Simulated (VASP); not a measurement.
# Hf (I4_1/amd) in VASP: relaxation of cell and atoms with PBE

Aim: the relaxation of cell and atoms of Hf with PBE.

All numbers are computed with VASP 6.6.1; they aren't measurements. Logs are shortened: lines on timing, memory, paths and dates and some standing lists are left out, and cuts for length are marked.

### 1 The cell of the first run

Symmetry: I4_1/amd, No. 141, tetragonal system. Conventional cell: a = 5.564 Å, b = 5.564 Å, c = 3.060 Å, α = 90.00°, β = 90.00°, γ = 90.00°. Within 3.8 Å of Hf (site symmetry -4m2) lie 10 Hf at 2.89 to 3.61 Å.

### 2 Relaxation of cell and atoms, PBE, target pressure -1.7 GPa, at which the enthalpy is minimised

INCAR

```
PREC = Accurate ; ENCUT = 600
EDIFF = 1E-6 ; ISMEAR = -1
SIGMA = 0.1 ; LREAL = False
LASPH = True ; NELM = 60
ALGO = Normal ; ISIF = 3
LWAVE = False ; LCHARG = False
GGA = PE ; IBRION = 2
NSW = 60 ; EDIFFG = -0.005
PSTRESS = -17.0
```

KPOINTS

```
Automatic mesh
0
Gamma
  14 14 14
```

POSCAR

```
Hf
1.0
   -2.7819796251      2.7819796251      1.5300887938
    2.7819796251     -2.7819796251      1.5300887938
    2.7819796251      2.7819796251     -1.5300887938
Hf
2
Direct
   -0.3750000000     -0.1250000000     -0.2500000000
    0.3750000000      0.1250000000      0.2500000000
```

Potentials or basis: VASP PAW PBE potentials, release 64 (Hf_pv).

The run is started by

```
cat potpaw_PBE.64/Hf_pv/POTCAR > POTCAR
mpirun -np 1 vasp_std > vasp.out
```

OUTCAR:

```text
PREC = Accurate
   ENCUT = 600
   EDIFF = 1E-6
   ISMEAR = -1
   LREAL = False
   LASPH = True
   NELM = 60
   ISIF = 3
   GGA = PE
   IBRION = 2
   NSW = 60
   EDIFFG = -0.005
   PSTRESS = -17.0

 ion  position               nearest neighbor table
   1  0.625  0.875  0.750-   2 2.89   2 2.89   2 2.89   2 2.89   2 3.61   2 3.61   2 3.61   2 3.61

   2  0.375  0.125  0.250-   1 2.89   1 2.89   1 2.89   1 2.89   1 3.61   1 3.61   1 3.61   1 3.61

  LATTYP: Found a body centered tetragonal cell.
 ALAT       =     5.5639592502
 C/A-ratio  =     0.5500000000

  Lattice vectors:

 A1 = (  -2.7819796251,   2.7819796251,   1.5300887938)
 A2 = (   2.7819796251,  -2.7819796251,   1.5300887938)
 A3 = (   2.7819796251,   2.7819796251,  -1.5300887938)

Analysis of symmetry for initial positions (statically):
=====================================================================
 Subroutine PRICEL returns:
 Original cell was already a primitive cell.

 Routine SETGRP: Setting up the symmetry group for a
 body centered tetragonal supercell.

 Subroutine GETGRP returns: Found 16 space group operations
 (whereof  4 operations were pure point group operations)
 out of a pool of 16 trial point group operations.

The static configuration has the point symmetry C_2h.
 The point group associated with its full space group is D_4h.

Analysis of symmetry for dynamics (positions and initial velocities):
=====================================================================
 Subroutine PRICEL returns:
 Original cell was already a primitive cell.

 Routine SETGRP: Setting up the symmetry group for a
 body centered tetragonal supercell.

 Subroutine GETGRP returns: Found 16 space group operations
 (whereof  4 operations were pure point group operations)
 out of a pool of 16 trial point group operations.

The dynamic configuration has the point symmetry C_2h.
 The point group associated with its full space group is D_4h.

 Subroutine INISYM returns: Found 16 space group operations
 (whereof  4 operations are pure point group operations),
 and found     1 'primitive' translations

----------------------------------------------------------------------------------------

                                     Primitive cell

  volume of cell :      47.3679

  direct lattice vectors                    reciprocal lattice vectors
    -2.781979625  2.781979625  1.530088794     0.000000000  0.179728132  0.326778421
     2.781979625 -2.781979625  1.530088794     0.179728132  0.000000000  0.326778421
     2.781979625  2.781979625 -1.530088794     0.179728132  0.179728132  0.000000000

  length of vectors
     4.221373353  4.221373353  4.221373353     0.372942808  0.372942808  0.254173961

  position of ions in fractional coordinates (direct lattice)
     0.625000000  0.875000000  0.750000000
     0.375000000  0.125000000  0.250000000

  ion indices of the primitive-cell ions
   primitive index   ion index
                 1           1
                 2           2

----------------------------------------------------------------------------------------

 KPOINTS: Automatic mesh

Automatic generation of k-mesh.
 Grid dimensions read from file:
 generate k-points for:   14   14   14

 Generating k-lattice:

  Cartesian coordinates                     Fractional coordinates (reciprocal lattice)
     0.000000000  0.012837724  0.023341316     0.071428571 -0.000000000  0.000000000
     0.012837724  0.000000000  0.023341316    -0.000000000  0.071428571  0.000000000
     0.012837724  0.012837724  0.000000000     0.000000000  0.000000000  0.071428571

  Length of vectors
     0.026638772  0.026638772  0.018155283

  Shift w.r.t. Gamma in fractional coordinates (k-lattice)
     0.000000000  0.000000000  0.000000000

 Subroutine IBZKPT returns following result:
 ===========================================

 Found    244 irreducible k-points:

 Following reciprocal coordinates:
            Coordinates               Weight
  0.000000  0.000000  0.000000      1.000000
  0.071429  0.000000 -0.000000      8.000000
  0.142857 -0.000000  0.000000      8.000000
  0.214286 -0.000000  0.000000      8.000000
  0.285714  0.000000  0.000000      8.000000
  0.357143  0.000000  0.000000      8.000000
[... 16 lines left out ...]
  0.214286  0.142857  0.000000     16.000000
  0.285714  0.142857  0.000000     16.000000
 [... further k-points ...]
   k-points           NKPTS =    244   k-points in BZ     NKDIM =    244   number of bands    NBANDS=     14
   number of dos      NEDOS =    301   number of ions     NIONS =      2
   total plane-waves  NPLWV =  46656
   dimension x,y,z NGX =    36 NGY =   36 NGZ =   36
   dimension x,y,z NGXF=    72 NGYF=   72 NGZF=   72
   ions per type =               2
   NGX,Y,Z   is equivalent  to a cutoff of  14.18, 14.18, 14.18 a.u.
   NGXF,Y,Z  is equivalent  to a cutoff of  28.36, 28.36, 28.36 a.u.
 SYSTEM =  unknown system
   PREC   = accura    normal or accurate (medium, high low for compatibility)
   ISTART =      0    job   : 0-new  1-cont  2-samecut
   ICHARG =      2    charge: 1-file 2-atom 10-const
   ISPIN  =      1    spin polarized calculation?
   LNONCOLLINEAR =      F non collinear calculations
   LSORBIT =      F    spin-orbit coupling
   LASPH  =      T    aspherical Exc in radial PAW
   ENCUT  =  600.0 eV  44.10 Ry    6.64 a.u.   8.43  8.43  8.43*2*pi/ulx,y,z
   NELM   =     60;   NELMIN=  2; NELMDL= -5     # of ELM steps
   EDIFF  = 0.1E-05   stopping-criterion for ELM
   LREAL  =      F    real-space projection
   EDIFFG = -.5E-02   stopping-criterion for IOM
   NSW    =     60    number of steps for IOM
   IBRION =      2    ionic relax: 0-MD 1-quasi-New 2-CG
   NFREE  =      1    steps in history (QN), initial steepest desc. (CG)
   ISIF   =      3    stress and relaxation
   ISYM   =      2    0-nonsym 1-usesym 2-fastsym
   POTIM  = 0.5000    time-step for ionic-motion
   TEBEG  =    0.0;   TEEND  =   0.0 temperature during run
   PSTRESS=  -17.0 pullay stress
   NELECT =      20.0000    total number of electrons
   NUPDOWN=      -1.0000    fix difference up-down
   EMIN   =  10.00;   EMAX   =-10.00  energy-range for DOS
   EFERMI =   0.00;   METHOD = LEGACY
   ISMEAR =    -1;   SIGMA  =   0.10  broadening in eV -4-tet -1-fermi 0-gaus
   EFERMI_NEDOS =   21; number of points for ismear=-14 and -15
   IALGO  =     38    algorithm
   IMIX   =      4    mixing-type and parameters
     AMIX     =   0.40;   BMIX     =  1.00
     AMIX_MAG =   1.60;   BMIX_MAG =  1.00
  volume/ion in A,a.u.               =      23.68       159.83
  Fermi-wavevector in a.u.,A,eV,Ry     =   1.228165  2.320895 20.522876  1.508389
  Thomas-Fermi vector in A             =   2.363101
   LORBIT       =      0    0 simple, 1 ext, 2 COOP (PROOUT), +10 PAW based schemes
   GGA     = PE    functional components
   LHFCALC =     F    Hartree Fock is set to
   AEXX    =    0.0000 exact exchange contribution
   IVDW    =     0    specifies the selected vdW correction
   LEPSILON=     F    determine dielectric tensor
   LRPA    =     F    only Hartree local field effects (RPA)
 conjugate gradient relaxation of ions
 non-spin polarized calculation
  energy-cutoff  :      600.00
  volume of cell :       47.37
 maximum number of plane-waves:      1598
 NGX is ok and might be reduce to    36
   NGX = 17   NGY = 17   NGZ = 17

--------------------------------------- Ionic step        1  -------------------------------------------

 number of electron      20.0000002 magnetization

 Free energy of the ion-electron system (eV)
  ---------------------------------------------------
  ext. energy  EPLUGINS =         0.00000000
  ---------------------------------------------------
  free energy    TOTEN  =       -18.56184967 eV

  energy without entropy =      -18.47822230  energy(sigma->0) =      -18.52003599

------------------------ aborting loop because EDIFF is reached ----------------------------------------

  FORCE on cell =-STRESS in cart. coord.  units (eV):
  Direction    XX          YY          ZZ          XY          YZ          ZX
  --------------------------------------------------------------------------------------
  -------------------------------------------------------------------------------------
  Total       -0.2455639     -0.2455639     -0.9993133      0.0000000      0.0000000      0.0000000
  in kB       -8.3059743     -8.3059743    -33.8008574      0.0000000      0.0000000      0.0000000
  external PRESSURE =       0.1957314 kB  Pullay stress =     -17.0000000 kB
[... 175 lines left out ...]
  enthalpy is  TOTEN    =       -19.0699153444 eV   P V=       -0.5044465500

--------------------------------------- Ionic step        6  -------------------------------------------

 number of electron      20.0000002 magnetization

 Free energy of the ion-electron system (eV)
  ---------------------------------------------------
  ext. energy  EPLUGINS =         0.00000000
  ---------------------------------------------------
  free energy    TOTEN  =       -18.56624192 eV

  energy without entropy =      -18.48017672  energy(sigma->0) =      -18.52320932

 E-fermi :   4.1129     XC(G=0): -10.9696

 val. band max:        4.1104121228   @ k =  -0.2857   0.2857   0.2143
 cond. band min:       4.1141379449   @ k =  -0.2143   0.2857   0.0714
 fundamental gap:      0.0037258221
 Fermi energy:         4.1129437536

 k-point     1 :       0.0000    0.0000    0.0000
  band No.  band energies     occupation
      1     -26.6855      2.00000
      2     -26.6855      2.00000
      3     -25.8959      2.00000
      4     -25.8959      2.00000
      5     -25.8835      2.00000
      6     -25.8724      2.00000
      7      -2.5763      2.00000
      8       1.3275      2.00000
      9       3.0972      1.99992
     10       3.1354      1.99989
     11       4.3310      0.20307
     12       7.9896      0.00000
     13       7.9896      0.00000
     14       8.0634      0.00000
[... 375 lines left out ...]
 k-point    24 :       0.2857    0.1429    0.0000
  band No.  band energies     occupation
      1     -26.6551      2.00000
      2     -26.5683      2.00000
      3     -26.4887      2.00000
      4     -26.3731      2.00000
      5     -25.9774      2.00000
      6     -25.8829      2.00000
      7       1.0510      2.00000
      8       2.1115      2.00000
      9       2.9315      1.99999
     10       4.2045      0.57173
     11       4.4741      0.05261
     12       5.1094      0.00009
     13       5.9337      0.00000
     14       7.8121      0.00000

 [... further k-points ...]

------------------------ aborting loop because EDIFF is reached ----------------------------------------

  FORCE on cell =-STRESS in cart. coord.  units (eV):
  Direction    XX          YY          ZZ          XY          YZ          ZX
  --------------------------------------------------------------------------------------
  -------------------------------------------------------------------------------------
  Total       -0.5068998     -0.5068998     -0.5012361      0.0000000      0.0000000      0.0000000
  in kB      -17.1079966    -17.1079966    -16.9168480      0.0000000      0.0000000      0.0000000
  external PRESSURE =      -0.0442804 kB  Pullay stress =     -17.0000000 kB
[... 17 lines left out ...]
  FREE ENERGIE OF THE ION-ELECTRON SYSTEM (eV)
  ---------------------------------------------------
  free  energy   TOTEN  =       -18.5662419184 eV

  energy  without entropy=      -18.4801767195  energy(sigma->0) =      -18.52320932

  enthalpy is  TOTEN    =       -19.0699418112 eV   P V=       -0.5036998928

 reached required accuracy - stopping structural energy minimisation
```

Run time: 5.7 min. Hardware: 1 thread of Intel Xeon 6975P-C (Granite Rapids), shared host; peak memory 0.33 GiB.

What came out:

| Quantity | Value |
| --- | --- |
| Free energy | -18.5662 eV |
| Relaxed volume | 23.74 Å³/atom |
| Relaxed cell | a = 4.244 Å, b = 4.244 Å, c = 4.244 Å, α = 97.26°, β = 97.26°, γ = 138.35° |
| Space group after relaxing (to 0.05 Å) | I4_1/amd (No. 141) |
| Energy change on relaxing (the enthalpy is what falls) | -2.2 meV/atom |
| Ionic steps | 6 |
| Pressure after relaxing | -1.7 GPa |
| Band gap on the k mesh | zero (band 10 reaches 4.43 eV, above the bottom of band 11 at 3.70 eV) |

Step by step:
```
step  energy change (eV)  largest force (eV/Å)  pressure (GPa)  volume (Å³)
   1              0.0000                0.0000           -1.68        47.37
   2             -0.0051                0.0000           -1.58        47.38
   3             -0.0053                0.0000           -1.56        47.38
   4             -0.0053                0.0000           -1.55        47.38
   5             -0.0036                0.0000           -1.82        47.54
   6             -0.0044                0.0000           -1.70        47.47
```

Final structure:
```
Hf
1.0
    -2.80476    2.80476    1.50863
     2.80476   -2.80476    1.50863
     2.80476    2.80476   -1.50863
Hf
2
Direct
  0.62500 0.87500 0.75000
  0.37500 0.12500 0.25000
```

Levels at points of the mesh, in eV from the Fermi level:
```
           k point  band 7  band 8  band 9  band 10  band 11  band 12  band 13  band 14
(0.00, 0.00, 0.00)   -6.69   -2.79   -1.02    -0.98     0.22     3.88     3.88     3.95
(0.50, 0.00, 0.00)   -2.77   -2.11   -0.96    -0.22     0.61     1.72     1.82     3.72
(0.50, 0.50, 0.00)   -3.73   -3.73   -0.45    -0.45     0.84     0.84     2.22     2.22
(0.50, 0.50, 0.50)   -3.24   -3.24    0.09     0.09     0.19     0.19     3.23     3.23
```

Caveat: the cell is relaxed towards a set pressure, so the enthalpy falls and the energy may rise; spin-orbit coupling is left out, which moves the levels of the heavy elements.
